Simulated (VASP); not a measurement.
# RbGeF3 (Pm-3m) in VASP: notebook

RbGeF3 is run at these levels: PBE, r2SCAN; tasks: single point.

All numbers are computed with VASP 6.6.1; they aren't measurements. Logs are shortened: lines on timing, memory, paths and dates and some standing lists are left out, and cuts for length are marked.

### 1 The cell of the first run

The structure is cubic, space group Pm-3m (No. 221). Conventional cell: a = 4.424 Å, b = 4.424 Å, c = 4.424 Å, α = 90.00°, β = 90.00°, γ = 90.00°. Within 4.1 Å of Rb (site symmetry m-3m) lie 12 F at 3.13 Å and 8 Ge at 3.83 Å. Ge (site symmetry m-3m) has 6 F at 2.21 Å within 2.9 Å. Within 2.9 Å of F (site symmetry 4/mmm) lie 2 Ge at 2.21 Å.

### 2 Single point, PBE

INCAR

```
SYSTEM = RbGeF3
PREC = Accurate
ENCUT = 520
EDIFF = 1E-7
ISMEAR = 0
SIGMA = 0.01
LREAL = .FALSE.
LASPH = .TRUE.
NELM = 60
ALGO = Normal
ISIF = 2
LWAVE = .FALSE.
LCHARG = .FALSE.
GGA = PE
NBANDS = 30
```

KPOINTS

```
Automatic mesh
0
G
  6 6 6
  0 0 0
```

POSCAR

```
RbGeF3
1.0
    4.4243601843      0.0000000000      0.0000000000
    0.0000000000      4.4243601843      0.0000000000
    0.0000000000      0.0000000000      4.4243601843
Rb Ge F
1 1 3
Direct
    0.0000000000      0.0000000000      0.0000000000
    0.5000000000      0.5000000000      0.5000000000
    0.5000000000      0.5000000000      0.0000000000
    0.5000000000      0.0000000000      0.5000000000
    0.0000000000      0.5000000000      0.5000000000
```

Potentials or basis: VASP PAW PBE potentials, release 64 (Rb_sv, Ge_d, F).

The run is started by

```sh
> cat potpaw_PBE.64/Rb_sv/POTCAR potpaw_PBE.64/Ge_d/POTCAR potpaw_PBE.64/F/POTCAR > POTCAR
> mpirun -np 1 vasp_std > vasp.out
```

OUTCAR:

```text
SYSTEM = RbGeF3
   PREC = Accurate
   ENCUT = 520
   EDIFF = 1E-7
   ISMEAR = 0
   LREAL = .FALSE.
   LASPH = .TRUE.
   NELM = 60
   ISIF = 2
   GGA = PE

 ion  position               nearest neighbor table
   1  0.000  0.000  0.000-   3 3.13   4 3.13   5 3.13   4 3.13   5 3.13   3 3.13   5 3.13   5 3.13
                             3 3.13   4 3.13   4 3.13   3 3.13   2 3.83   2 3.83   2 3.83   2 3.83
   2  0.500  0.500  0.500-   3 2.21   4 2.21   5 2.21   3 2.21   4 2.21   5 2.21   1 3.83   1 3.83
                             1 3.83   1 3.83   1 3.83   1 3.83   1 3.83   1 3.83
   3  0.500  0.500  0.000-   2 2.21   2 2.21   1 3.13   1 3.13   1 3.13   1 3.13
   4  0.500  0.000  0.500-   2 2.21   2 2.21   1 3.13   1 3.13   1 3.13   1 3.13
   5  0.000  0.500  0.500-   2 2.21   2 2.21   1 3.13   1 3.13   1 3.13   1 3.13

  LATTYP: Found a simple cubic cell.
 ALAT       =     4.4243601843

  Lattice vectors:

 A1 = (   4.4243601843,   0.0000000000,   0.0000000000)
 A2 = (   0.0000000000,   4.4243601843,   0.0000000000)
 A3 = (   0.0000000000,   0.0000000000,   4.4243601843)

Analysis of symmetry for initial positions (statically):
=====================================================================
 Subroutine PRICEL returns:
 Original cell was already a primitive cell.

 Routine SETGRP: Setting up the symmetry group for a
 simple cubic supercell.

 Subroutine GETGRP returns: Found 48 space group operations
 (whereof 48 operations were pure point group operations)
 out of a pool of 48 trial point group operations.

The static configuration has the point symmetry O_h .

Analysis of symmetry for dynamics (positions and initial velocities):
=====================================================================
 Subroutine PRICEL returns:
 Original cell was already a primitive cell.

 Routine SETGRP: Setting up the symmetry group for a
 simple cubic supercell.

 Subroutine GETGRP returns: Found 48 space group operations
 (whereof 48 operations were pure point group operations)
 out of a pool of 48 trial point group operations.

The dynamic configuration has the point symmetry O_h .

 Subroutine INISYM returns: Found 48 space group operations
 (whereof 48 operations are pure point group operations),
 and found     1 'primitive' translations

----------------------------------------------------------------------------------------

                                     Primitive cell

  volume of cell :      86.6067

  direct lattice vectors                    reciprocal lattice vectors
     4.424360184  0.000000000  0.000000000     0.226021381  0.000000000  0.000000000
     0.000000000  4.424360184  0.000000000     0.000000000  0.226021381  0.000000000
     0.000000000  0.000000000  4.424360184     0.000000000  0.000000000  0.226021381

  length of vectors
     4.424360184  4.424360184  4.424360184     0.226021381  0.226021381  0.226021381

  position of ions in fractional coordinates (direct lattice)
     0.000000000  0.000000000  0.000000000
     0.500000000  0.500000000  0.500000000
     0.500000000  0.500000000  0.000000000
     0.500000000  0.000000000  0.500000000
     0.000000000  0.500000000  0.500000000

  ion indices of the primitive-cell ions
   primitive index   ion index
                 1           1
                 2           2
                 3           3
                 4           4
                 5           5

----------------------------------------------------------------------------------------

 KPOINTS: Automatic mesh

Automatic generation of k-mesh.
 Grid dimensions read from file:
 generate k-points for:    6    6    6

 Generating k-lattice:

  Cartesian coordinates                     Fractional coordinates (reciprocal lattice)
     0.037670230  0.000000000  0.000000000     0.166666667  0.000000000  0.000000000
     0.000000000  0.037670230  0.000000000     0.000000000  0.166666667  0.000000000
     0.000000000  0.000000000  0.037670230     0.000000000  0.000000000  0.166666667

  Length of vectors
     0.037670230  0.037670230  0.037670230

  Shift w.r.t. Gamma in fractional coordinates (k-lattice)
     0.000000000  0.000000000  0.000000000

 Subroutine IBZKPT returns following result:
 ===========================================

 Found     20 irreducible k-points:

 Following reciprocal coordinates:
            Coordinates               Weight
  0.000000  0.000000  0.000000      1.000000
  0.166667  0.000000  0.000000      6.000000
  0.333333  0.000000  0.000000      6.000000
  0.500000  0.000000  0.000000      3.000000
  0.166667  0.166667  0.000000     12.000000
  0.333333  0.166667  0.000000     24.000000
[... 12 lines left out ...]
  0.500000  0.500000  0.333333      6.000000
  0.500000  0.500000  0.500000      1.000000
   k-points           NKPTS =     20   k-points in BZ     NKDIM =     20   number of bands    NBANDS=     30
   number of dos      NEDOS =    301   number of ions     NIONS =      5
   total plane-waves  NPLWV =  46656
   dimension x,y,z NGX =    36 NGY =   36 NGZ =   36
   dimension x,y,z NGXF=    72 NGYF=   72 NGZF=   72
   ions per type =               1   1   3
   NGX,Y,Z   is equivalent  to a cutoff of  13.53, 13.53, 13.53 a.u.
   NGXF,Y,Z  is equivalent  to a cutoff of  27.05, 27.05, 27.05 a.u.
 SYSTEM =  RbGeF3
   PREC   = accura    normal or accurate (medium, high low for compatibility)
   ISTART =      0    job   : 0-new  1-cont  2-samecut
   ICHARG =      2    charge: 1-file 2-atom 10-const
   ISPIN  =      1    spin polarized calculation?
   LNONCOLLINEAR =      F non collinear calculations
   LSORBIT =      F    spin-orbit coupling
   LASPH  =      T    aspherical Exc in radial PAW
   ENCUT  =  520.0 eV  38.22 Ry    6.18 a.u.   8.23  8.23  8.23*2*pi/ulx,y,z
   NELM   =     60;   NELMIN=  2; NELMDL= -5     # of ELM steps
   EDIFF  = 0.1E-06   stopping-criterion for ELM
   LREAL  =      F    real-space projection
   EDIFFG = 0.1E-05   stopping-criterion for IOM
   NSW    =      0    number of steps for IOM
   IBRION =     -1    ionic relax: 0-MD 1-quasi-New 2-CG
   NFREE  =      0    steps in history (QN), initial steepest desc. (CG)
   ISIF   =      2    stress and relaxation
   ISYM   =      2    0-nonsym 1-usesym 2-fastsym
   POTIM  = 0.5000    time-step for ionic-motion
   TEBEG  =    0.0;   TEEND  =   0.0 temperature during run
   PSTRESS=    0.0 pullay stress
   NELECT =      44.0000    total number of electrons
   NUPDOWN=      -1.0000    fix difference up-down
   EMIN   =  10.00;   EMAX   =-10.00  energy-range for DOS
   EFERMI =   0.00;   METHOD = LEGACY
   ISMEAR =     0;   SIGMA  =   0.01  broadening in eV -4-tet -1-fermi 0-gaus
   EFERMI_NEDOS =   21; number of points for ismear=-14 and -15
   IALGO  =     38    algorithm
   IMIX   =      4    mixing-type and parameters
     AMIX     =   0.40;   BMIX     =  1.00
     AMIX_MAG =   1.60;   BMIX_MAG =  1.00
  volume/ion in A,a.u.               =      17.32       116.89
  Fermi-wavevector in a.u.,A,eV,Ry     =   1.306297  2.468543 23.217141  1.706412
  Thomas-Fermi vector in A             =   2.437108
   LORBIT       =      0    0 simple, 1 ext, 2 COOP (PROOUT), +10 PAW based schemes
   GGA     = PE    functional components
   LHFCALC =     F    Hartree Fock is set to
   AEXX    =    0.0000 exact exchange contribution
   IVDW    =     0    specifies the selected vdW correction
   LEPSILON=     F    determine dielectric tensor
   LRPA    =     F    only Hartree local field effects (RPA)
 non-spin polarized calculation
 Gauss-broadening in eV      SIGMA  =   0.01
  energy-cutoff  :      520.00
  volume of cell :       86.61
 maximum number of plane-waves:      2360
 NGX is ok and might be reduce to    36
   NGX = 17   NGY = 17   NGZ = 17

 number of electron      43.9999977 magnetization

 Free energy of the ion-electron system (eV)
  ---------------------------------------------------
  ext. energy  EPLUGINS =         0.00000000
  ---------------------------------------------------
  free energy    TOTEN  =       -22.58078473 eV

  energy without entropy =      -22.58078473  energy(sigma->0) =      -22.58078473

 E-fermi :   2.7221     XC(G=0):  -9.0794

 val. band max:        2.5638695668   @ k =   0.5000   0.5000   0.5000
 cond. band min:       4.3683114433   @ k =   0.5000   0.5000   0.5000
 fundamental gap:      1.8044418764
 Fermi energy:         2.7220559225

 k-point     1 :       0.0000    0.0000    0.0000
  band No.  band energies     occupation
      1     -24.4862      2.00000
      2     -22.8764      2.00000
      3     -22.8764      2.00000
      4     -22.6982      2.00000
      5     -22.6982      2.00000
      6     -22.6982      2.00000
[... 22 lines left out ...]
     29       9.6782      0.00000
     30       9.6782      0.00000

 k-point     2 :       0.1667    0.0000    0.0000
  band No.  band energies     occupation
      1     -24.4806      2.00000
      2     -22.8763      2.00000
      3     -22.8532      2.00000
      4     -22.6984      2.00000
      5     -22.6984      2.00000
      6     -22.6982      2.00000
[... 22 lines left out ...]
     29       9.8143      0.00000
     30      10.1181      0.00000

 k-point     3 :       0.3333    0.0000    0.0000
  band No.  band energies     occupation
      1     -24.4695      2.00000
      2     -22.8761      2.00000
      3     -22.8056      2.00000
      4     -22.6989      2.00000
      5     -22.6989      2.00000
      6     -22.6982      2.00000
[... 22 lines left out ...]
     29      10.1526      0.00000
     30      10.9320      0.00000

 k-point     4 :       0.5000    0.0000    0.0000
  band No.  band energies     occupation
      1     -24.4639      2.00000
      2     -22.8761      2.00000
      3     -22.7813      2.00000
      4     -22.6992      2.00000
      5     -22.6992      2.00000
      6     -22.6982      2.00000
[... 484 lines left out ...]
     29      10.3847      0.00000
     30      10.7099      0.00000

 k-point    19 :       0.5000    0.5000    0.3333
  band No.  band energies     occupation
      1     -24.4429      2.00000
      2     -22.7439      2.00000
      3     -22.7113      2.00000
      4     -22.7001      2.00000
      5     -22.6999      2.00000
      6     -22.6999      2.00000
[... 22 lines left out ...]
     29      10.3392      0.00000
     30      11.1608      0.00000

 k-point    20 :       0.5000    0.5000    0.5000
  band No.  band energies     occupation
      1     -24.4407      2.00000
      2     -22.7113      2.00000
      3     -22.7113      2.00000
      4     -22.7001      2.00000
      5     -22.7001      2.00000
      6     -22.7001      2.00000
[... 22 lines left out ...]
     29      10.5964      0.00000
     30      11.3292      0.00000

------------------------ aborting loop because EDIFF is reached ----------------------------------------

  FORCE on cell =-STRESS in cart. coord.  units (eV):
  Direction    XX          YY          ZZ          XY          YZ          ZX
  --------------------------------------------------------------------------------------
  -------------------------------------------------------------------------------------
  Total        1.3117750      1.3117750      1.3117750     -0.0000000      0.0000000      0.0000000
  in kB       24.2671348     24.2671348     24.2671348     -0.0000000      0.0000000      0.0000000
  external PRESSURE =      24.2671348 kB  Pullay stress =       0.0000000 kB

 VOLUME and BASIS-vectors are now :
 -----------------------------------------------------------------------------
  energy-cutoff  :      520.00
  volume of cell :       86.61
      direct lattice vectors                 reciprocal lattice vectors
     4.424360184  0.000000000  0.000000000     0.226021381  0.000000000  0.000000000
     0.000000000  4.424360184  0.000000000     0.000000000  0.226021381  0.000000000
     0.000000000  0.000000000  4.424360184     0.000000000  0.000000000  0.226021381

 POSITION                                       TOTAL-FORCE (eV/Angst)
 -----------------------------------------------------------------------------------
      0.00000      0.00000      0.00000         0.000000      0.000000      0.000000
      2.21218      2.21218      2.21218         0.000000      0.000000      0.000000
      2.21218      2.21218      0.00000         0.000000      0.000000      0.000000
      2.21218      0.00000      2.21218         0.000000      0.000000      0.000000
      0.00000      2.21218      2.21218         0.000000      0.000000      0.000000
 -----------------------------------------------------------------------------------
    total drift:                                0.000000      0.000000      0.000000

  FREE ENERGIE OF THE ION-ELECTRON SYSTEM (eV)
  ---------------------------------------------------
  free  energy   TOTEN  =       -22.5807847324 eV

  energy  without entropy=      -22.5807847324  energy(sigma->0) =      -22.58078473
```

Wall time 79 s (1 thread of Intel Xeon 8259CL, shared host); peak memory 0.23 GiB.

What came out:

- Free energy: -22.5808 eV
- Pressure: 2.4 GPa
- Band gap on the k mesh: 1.80 eV

(Continued in part 2 of 2.)
